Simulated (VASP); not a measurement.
# Nb (Fd-3m) in VASP: a series of runs, part 2 of 2

VASP 6.6.1. The steps go on from the part before.

## (4) Single point, PBE, collinear spin (23.72 Å³/atom)

This run uses another cell than the first one, of 23.72 Å³/atom.

Contents of INCAR:

```
  PREC = Accurate
  ENCUT = 520
  EDIFF = 1E-6
  ISMEAR = -1
  SIGMA = 0.05
  LREAL = False
  LASPH = True
  NELM = 150
  ALGO = Normal
  ISIF = 2
  LWAVE = False
  LCHARG = False
  ISPIN = 2
  MAGMOM = 1 1
  LORBIT = 11
  LMAXMIX = 4
  GGA = PE
  NBANDS = 24
```

Contents of KPOINTS:

```
Automatic mesh
0
Gamma
  10 10 10
```

Contents of POSCAR:

```
Nb
1.0
    0.0000000000      2.8731383752      2.8731383752
    2.8731383752      0.0000000000      2.8731383752
    2.8731383752      2.8731383752      0.0000000000
Nb
2
Direct
    0.1250000000      0.1250000000      0.1250000000
    0.8750000000      0.8750000000      0.8750000000
```

Potentials or basis: VASP PAW PBE potentials, release 64 (Nb_sv).

Started as:

```bash
> cat potpaw_PBE.64/Nb_sv/POTCAR > POTCAR
> mpirun -np 1 vasp_std > vasp.out
```

OUTCAR:

```text
PREC = Accurate
   ENCUT = 520
   EDIFF = 1E-6
   ISMEAR = -1
   LREAL = False
   LASPH = True
   NELM = 150
   ISIF = 2
   ISPIN = 2
   LORBIT = 11
   GGA = PE

 ion  position               nearest neighbor table
   1  0.125  0.125  0.125-   2 2.49   2 2.49   2 2.49   2 2.49
   2  0.875  0.875  0.875-   1 2.49   1 2.49   1 2.49   1 2.49

  LATTYP: Found a face centered cubic cell.
 ALAT       =     5.7462767504

  Lattice vectors:

 A1 = (   0.0000000000,   2.8731383752,   2.8731383752)
 A2 = (   2.8731383752,   0.0000000000,   2.8731383752)
 A3 = (   2.8731383752,   2.8731383752,   0.0000000000)

Analysis of symmetry for initial positions (statically):
=====================================================================
 Subroutine PRICEL returns:
 Original cell was already a primitive cell.

 Routine SETGRP: Setting up the symmetry group for a
 face centered cubic supercell.

 Subroutine GETGRP returns: Found 48 space group operations
[... 849 lines left out ...]
      4     -23.3915      1.00000
      5     -23.3915      1.00000
      6     -22.0253      1.00000
[... 637 lines left out ...]
     23      18.7076      0.00000
     24      20.9586      0.00000

 [... further k-points ...]

------------------------ aborting loop because EDIFF is reached ----------------------------------------

  FORCE on cell =-STRESS in cart. coord.  units (eV):
  Direction    XX          YY          ZZ          XY          YZ          ZX
  --------------------------------------------------------------------------------------
  -------------------------------------------------------------------------------------
  Total        1.9611115      1.9611115      1.9611115      0.0000000     -0.0000000      0.0000000
  in kB       66.2389210     66.2389210     66.2389210      0.0000000     -0.0000000      0.0000000
  external PRESSURE =      66.2389210 kB  Pullay stress =       0.0000000 kB

 VOLUME and BASIS-vectors are now :
 -----------------------------------------------------------------------------
  energy-cutoff  :      520.00
  volume of cell :       47.44
      direct lattice vectors                 reciprocal lattice vectors
     0.000000000  2.873138375  2.873138375    -0.174025729  0.174025729  0.174025729
     2.873138375  0.000000000  2.873138375     0.174025729 -0.174025729  0.174025729
     2.873138375  2.873138375  0.000000000     0.174025729  0.174025729 -0.174025729

 POSITION                                       TOTAL-FORCE (eV/Angst)
 -----------------------------------------------------------------------------------
      0.71828      0.71828      0.71828        -0.000000      0.000000      0.000000
      5.02799      5.02799      5.02799         0.000000     -0.000000     -0.000000
 -----------------------------------------------------------------------------------
    total drift:                               -0.000000      0.000000      0.000000

  FREE ENERGIE OF THE ION-ELECTRON SYSTEM (eV)
  ---------------------------------------------------
  free  energy   TOTEN  =       -15.2825822689 eV

  energy  without entropy=      -15.2545257566  energy(sigma->0) =      -15.26855401

 total charge

# of ion       s       p       d       tot
------------------------------------------
    1        2.253   5.904   2.923  11.080
    2        2.253   5.904   2.923  11.080
--------------------------------------------------
tot          4.506  11.808   5.846  22.160

 magnetization (x)

# of ion       s       p       d       tot
------------------------------------------
    1       -0.000   0.000   0.000   0.000
    2       -0.000   0.000   0.000   0.000
--------------------------------------------------
tot         -0.000   0.000   0.000   0.000
```

OSZICAR:

```text
N       E                     dE             d eps       ncg     rms          rms(c)
DAV:   1     0.298337620685E+03    0.29834E+03   -0.14276E+04  4512   0.110E+03
DAV:   2     0.714356891451E+01   -0.29119E+03   -0.27857E+03  5112   0.436E+02
DAV:   3    -0.144185646829E+02   -0.21562E+02   -0.20414E+02  8808   0.856E+01
DAV:   4    -0.150994619018E+02   -0.68090E+00   -0.66973E+00  5632   0.144E+01
DAV:   5    -0.151348377833E+02   -0.35376E-01   -0.35306E-01  7944   0.323E+00    0.963E+00
DAV:   6    -0.152026582045E+02   -0.67820E-01   -0.45887E-01  6856   0.517E+00    0.415E+00
DAV:   7    -0.152588892565E+02   -0.56231E-01   -0.20039E-01  6808   0.310E+00    0.241E+00
DAV:   8    -0.152765025485E+02   -0.17613E-01   -0.21720E-02  7112   0.112E+00    0.105E+00
DAV:   9    -0.152811234979E+02   -0.46209E-02   -0.68744E-03  6576   0.644E-01    0.425E-01
DAV:  10    -0.152825402462E+02   -0.14167E-02   -0.30714E-03  5736   0.434E-01    0.131E-01
DAV:  11    -0.152825495248E+02   -0.92786E-05   -0.35934E-04  6328   0.150E-01    0.448E-02
DAV:  12    -0.152825821353E+02   -0.32611E-04   -0.75214E-05  5600   0.780E-02    0.137E-02
DAV:  13    -0.152825822689E+02   -0.13360E-06   -0.64395E-06  6704   0.218E-02
   1 F= -.15282582E+02 E0= -.15268554E+02  d E =-.280565E-01  mag=     0.0001
```

stdout:

```text
POSCAR found type information on POSCAR Nb
 POSCAR found :  1 types and       2 ions
 scaLAPACK will be used
 LDA part: xc-table for (Slater+PW92), standard interpolation
 POSCAR, INCAR and KPOINTS ok, starting setup
 FFT: planning ... GRIDC
 FFT: planning ... GRID_SOFT
 FFT: planning ... GRID
 WAVECAR not read
 entering main loop
```

Run time: 1.7 min. Hardware: 1 thread of Intel Xeon Platinum 8259CL at 2.50GHz (Skylake/Cascade Lake), shared host; peak memory 0.23 GiB.

Results:

```yaml
Free_energy: -15.2826 eV
Pressure: 6.6 GPa
Band_gap_on_the_k_mesh: zero (filled and empty bands overlap)
Net_moment: 0.00 μB per cell
Valence_electrons_inside_the_program's_atomic_spheres: Nb 11.08
```

Levels at points of the mesh, in eV from the Fermi level:
Spin up:
| k point | band 11 | band 12 | band 13 | band 14 | band 15 | band 16 |
| --- | --- | --- | --- | --- | --- | --- |
| (0.00, 0.00, 0.00) | -1.73 | -0.60 | -0.60 | -0.60 | 2.04 | 2.04 |
| (0.50, 0.00, 0.00) | -1.52 | -1.52 | -0.91 | -0.91 | 0.84 | 3.24 |
| (0.50, 0.50, 0.00) | -0.85 | -0.85 | 0.61 | 0.61 | 1.28 | 1.28 |
Spin down:
| k point | band 11 | band 12 | band 13 | band 14 | band 15 | band 16 |
| --- | --- | --- | --- | --- | --- | --- |
| (0.00, 0.00, 0.00) | -1.73 | -0.60 | -0.60 | -0.60 | 2.04 | 2.04 |
| (0.50, 0.00, 0.00) | -1.52 | -1.52 | -0.91 | -0.91 | 0.84 | 3.24 |
| (0.50, 0.50, 0.00) | -0.85 | -0.85 | 0.61 | 0.61 | 1.28 | 1.28 |

Caveat: the cell stands under pressure.

## (5) Single point, PBE, collinear spin (24.75 Å³/atom)

This run uses another cell than the first one, of 24.75 Å³/atom.

Contents of INCAR:

```
SYSTEM = Nb
PREC = Accurate
ENCUT = 520
EDIFF = 1E-6
ISMEAR = -1
SIGMA = 0.05
LREAL = .FALSE.
LASPH = .TRUE.
NELM = 150
ALGO = Normal
ISIF = 2
LWAVE = .FALSE.
LCHARG = .TRUE.
ISPIN = 2
MAGMOM = 1 1
LORBIT = 11
LMAXMIX = 4
GGA = PE
LELF = .TRUE.
LVHAR = .TRUE.
NBANDS = 24
```

Contents of KPOINTS:

```
Automatic mesh
0
G
  10 10 10
  0 0 0
```

Contents of POSCAR:

```
Nb
1.0
    0.0000000000      2.9141887553      2.9141887553
    2.9141887553      0.0000000000      2.9141887553
    2.9141887553      2.9141887553      0.0000000000
Nb
2
Direct
    0.1250000000      0.1250000000      0.1250000000
    0.8750000000      0.8750000000      0.8750000000
```

Started as:

```bash
> cat potpaw_PBE.64/Nb_sv/POTCAR > POTCAR
> mpirun -np 1 vasp_std > vasp.out
```

Run time: 83 s. Hardware: 1 thread of Intel Xeon Platinum 8259CL at 2.50GHz (Skylake/Cascade Lake), shared host; peak memory 0.24 GiB.

The run converged. Its results:

```yaml
Free_energy: -15.3456 eV
Pressure: 3.1 GPa
Band_gap_on_the_k_mesh: zero (filled and empty bands overlap)
Net_moment: 0.00 μB per cell
Valence_electrons_inside_the_program's_atomic_spheres: Nb 11.02
```

Levels at points of the mesh, in eV from the Fermi level:
Spin up:
| k point | band 10 | band 11 | band 12 | band 13 | band 14 | band 15 | band 16 | band 17 |
| --- | --- | --- | --- | --- | --- | --- | --- | --- |
| (0.00, 0.00, 0.00) | -1.58 | -1.58 | -0.57 | -0.57 | -0.57 | 1.96 | 1.96 | 1.96 |
| (0.50, 0.00, 0.00) | -1.70 | -1.38 | -1.38 | -0.83 | -0.83 | 0.74 | 3.10 | 3.10 |
| (0.50, 0.50, 0.00) | -2.54 | -0.77 | -0.77 | 0.46 | 0.46 | 1.29 | 1.29 | 4.85 |
Spin down:
| k point | band 9 | band 10 | band 11 | band 12 | band 13 | band 14 | band 15 | band 16 | band 17 | band 18 |
| --- | --- | --- | --- | --- | --- | --- | --- | --- | --- | --- |
| (0.00, 0.00, 0.00) | -4.53 | -1.58 | -1.58 | -0.57 | -0.57 | -0.57 | 1.96 | 1.96 | 1.96 | 5.44 |
| (0.50, 0.00, 0.00) | -1.81 | -1.70 | -1.38 | -1.38 | -0.83 | -0.83 | 0.74 | 3.10 | 3.10 | 4.53 |
| (0.50, 0.50, 0.00) | -2.54 | -2.54 | -0.77 | -0.77 | 0.46 | 0.46 | 1.29 | 1.29 | 4.85 | 4.85 |

Caveat: the cell stands under pressure.

## (6) Single point, PBE, collinear spin (25.78 Å³/atom)

Edit INCAR of step 5 so:

```diff
@@ -3,3 +3,3 @@
 ENCUT = 520
-EDIFF = 1E-6
+EDIFF = 1E-7
 ISMEAR = -1
```

Contents of KPOINTS:

```
regular mesh
0
G
  10 10 10
  0 0 0
```

Contents of POSCAR:

```
Nb
1.0
    0.0000000000      2.9541141105      2.9541141105
    2.9541141105      0.0000000000      2.9541141105
    2.9541141105      2.9541141105      0.0000000000
Nb
2
Direct
    0.1250000000      0.1250000000      0.1250000000
    0.8750000000      0.8750000000      0.8750000000
```

Potentials or basis: VASP PAW PBE potentials, release 64 (Nb_sv).

Started as:

```bash
> cat potpaw_PBE.64/Nb_sv/POTCAR > POTCAR
> mpirun -np 1 vasp_std > vasp.out
```

Wall time 95 s (1 thread of Intel Xeon Platinum 8259CL at 2.50GHz (Skylake/Cascade Lake), shared host); peak memory 0.25 GiB.

The run converged. Its results:

| Item | Value |
| --- | --- |
| Free energy | -15.3663 eV |
| Pressure | 0.0 GPa |
| Band gap on the k mesh | zero (filled and empty bands overlap) |
| Net moment | 0.00 μB per cell |
| Valence electrons inside the program's atomic spheres | Nb 10.97 |

Levels at points of the mesh, in eV from the Fermi level:
Spin up:
```csv
k point,band 11,band 12,band 13,band 14,band 15,band 16
"(0.00, 0.00, 0.00)",-1.45,-0.55,-0.55,-0.55,1.89,1.89
"(0.50, 0.00, 0.00)",-1.27,-1.27,-0.76,-0.76,0.64,2.97
"(0.50, 0.50, 0.00)",-0.70,-0.70,0.33,0.33,1.30,1.30
```
Spin down:
```
           k point  band 10  band 11  band 12  band 13  band 14  band 15  band 16  band 17
(0.00, 0.00, 0.00)    -1.45    -1.45    -0.55    -0.55    -0.55     1.89     1.89     1.89
(0.50, 0.00, 0.00)    -1.56    -1.27    -1.27    -0.76    -0.76     0.64     2.97     2.97
(0.50, 0.50, 0.00)    -2.37    -0.70    -0.70     0.33     0.33     1.30     1.30     4.67
```

## (7) Overview

```tsv
cell	k mesh	gap on the mesh (eV)	pressure (GPa)	moment (μB)
a = 4.178 Å, angles 60.0°, 2 atoms	9 × 9 × 9	none	0.0	0.00
a = 4.003 Å, angles 60.0°, 2 atoms	10 × 10 × 10	none	11.2	0.00
a = 4.063 Å, angles 60.0°, 2 atoms	10 × 10 × 10	none	6.6	0.00
a = 4.121 Å, angles 60.0°, 2 atoms	10 × 10 × 10	none	3.1	0.00
a = 4.178 Å, angles 60.0°, 2 atoms	10 × 10 × 10	none	0.0	0.00
```

Alike in all rows: task single point; level PBE; potentials or basis VASP PAW PBE potentials, release 64 (Nb_sv); spin collinear; cutoff (eV) 520; smearing fermi-dirac 0.05 eV.

Caveats: the cell stands under pressure (at least some runs).

Absolute energies hang on the potentials; compare differences alone.
